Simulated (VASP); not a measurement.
GaN: single point with PBE

The system is GaN.

```xyz
2
Lattice="0.0000 2.2300 2.2300 2.2300 0.0000 2.2300 2.2300 2.2300 0.0000" Properties=species:S:1:pos:R:3 pbc="T T T"
Ga    0.0000    0.0000    0.0000
N     1.0312    1.1688    0.9745
```

```json
{
  "Program": "VASP 6.6.1",
  "Task": "single point",
  "Functional": "PBE",
  "Potentials or basis": "VASP PAW PBE potentials, release 64 (Ga_d, N)",
  "Cutoff": "600 eV",
  "k mesh": "3 × 3 × 3",
  "Occupations": "gaussian, width 0.01 eV",
  "Spin": "no spin polarisation"
}
```

- Pressure: 14.5 GPa
- Largest force: 1.824 eV/Å
- Band gap on the k mesh: 1.61 eV, direct

Forces in eV/Å, atoms in the order of the input:
```
Ga  -0.773  0.093 -1.649
N    0.773 -0.093  1.649
```

Stress tensor (GPa, compression positive):
```
14.92  8.82 -0.62
 8.82 15.65  4.06
-0.62  4.06 12.94
```

Levels at points of the mesh, in eV from the valence-band top:
| k point | band 5 | band 6 | band 7 | band 8 | band 9 | band 10 | band 11 | band 12 | band 13 | band 14 |
| --- | --- | --- | --- | --- | --- | --- | --- | --- | --- | --- |
| (0.00, 0.00, 0.00) | -13.62 | -13.61 | -0.59 | -0.31 | 0.00 | 1.61 | 10.03 | 10.14 | 10.42 | 17.51 |

Run time: 12 s on 1 thread of Intel Xeon 6975P-C, with other jobs on the host, peak memory 0.16 GiB.

Caveat: the k points lie up to 0.81 Å⁻¹ apart; forces of over 1 eV/Å act on the atoms, so gaps and moduli don't describe the material at rest. PBE gaps usually lie below the measured ones, often by a third to a half.
